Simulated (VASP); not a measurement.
Wanted: the native input for a VASP 6.6.1 run.

```
Task                   : single point
Functional             : PBEsol
Potentials or basis    : VASP PAW PBE potentials, release 64 (Ti_sv, O)
Cutoff                 : 520 eV
k mesh                 : 7 × 7 × 3
Occupations            : gaussian, width 0.05 eV
Spin                   : no spin polarisation
Dipole correction      : no
Further INCAR settings : ALGO = Normal; EDIFF = 1e-07; NBANDS = 60
```

The structure of TiO2 lies in POSCAR:

```
TiO2
1.0
   -3.7706690430      0.0000000000      0.0000000000
    0.0000000000     -3.7706690430      0.0000000000
    0.0000000000      0.0000000000      9.3963353711
Ti O
4 8
Direct
    0.0000000000      0.0000000000      0.8889682115
    0.5000000000      0.5000000000      0.3809863764
    0.5000000000      0.0000000000      0.6349772939
    0.0000000000      0.5000000000      0.1269954588
    0.5000000000      0.5000000000      0.5919204147
    1.0000000000      1.0000000000      0.0839385795
    0.5000000000      0.0000000000      0.8459113322
    1.0000000000      0.5000000000      0.3379294971
    0.5000000000      0.0000000000      0.4240432556
    0.0000000000      0.5000000000      0.9320250908
    0.0000000000      0.0000000000      0.6780341732
    0.5000000000      0.5000000000      0.1700523381
```

This cell differs from its parent crystal: the distance across one plane changed.

The input as run:

INCAR

```
PREC = Accurate
ENCUT = 520
EDIFF = 1E-7
ISMEAR = 0
SIGMA = 0.05
LREAL = False
LASPH = True
NELM = 60
ALGO = Normal
ISIF = 2
LWAVE = False
LCHARG = False
GGA = PS
NBANDS = 60
```

KPOINTS

```
Automatic mesh
0
Gamma
  7 7 3
```

Potentials or basis: VASP PAW PBE potentials, release 64 (Ti_sv, O).

Launch:

```sh
$ cat potpaw_PBE.64/Ti_sv/POTCAR potpaw_PBE.64/O/POTCAR > POTCAR
$ mpirun -np 1 vasp_std > vasp.out
```

It gave:

```json
{
  "Pressure": "5.9 GPa",
  "Largest force": "1.973 eV/Å",
  "Band gap on the k mesh": "2.02 eV"
}
```

Caveat: the cell differs from its parent crystal (the distance across one plane changed); the stress differs along the axes, from 1 to 11 GPa; the PAW data sets were made with another functional, which shifts forces and pressure a little.

Run time: 3.8 min on 1 thread of Intel(R) Xeon(R) Platinum 8488C (Sapphire Rapids), with other jobs on the host, peak memory 0.32 GiB.
